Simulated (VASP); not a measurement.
Runs of VASP 6.6.1 on Si. The structure is orthorhombic, space group Imma (No. 74). Conventional cell: a = 4.502 Å, b = 4.737 Å, c = 2.550 Å, α = 90.00°, β = 90.00°, γ = 90.00°. Within 3.3 Å of Si (site symmetry mm2) lie 10 Si at 2.39 to 3.27 Å. 

```tsv
level	potentials or basis	gap on the mesh (eV)	pressure (GPa)	largest force (eV/Å)
revPBE	VASP PAW PBE potentials, release 64 (Si)	none	(a)	-
PBE	VASP PAW PBE potentials, release 64 (Si)	none	15.7	0.01
LDA	VASP PAW LDA potentials, release 64 (Si)	none	11.0	0.03
BLYP	VASP PAW PBE potentials, release 64 (Si)	none	23.7	0.08
PBEsol	VASP PAW PBE potentials, release 64 (Si)	none	(b)	-
```

Alike in all rows: task single point; no spin polarisation; cell as given; k mesh 13 × 13 × 13; cutoff (eV) 500; smearing methfessel-paxton 0.05 eV.

Q: Estimate the missing entries.

A: (a) 16.8; (b) 13.2.

Caveats: the cell stands under pressure; the PAW data sets were made with another functional, which shifts forces and pressure a little (at least some runs).

A gap of «none» marks levels without a gap at the run's occupations.
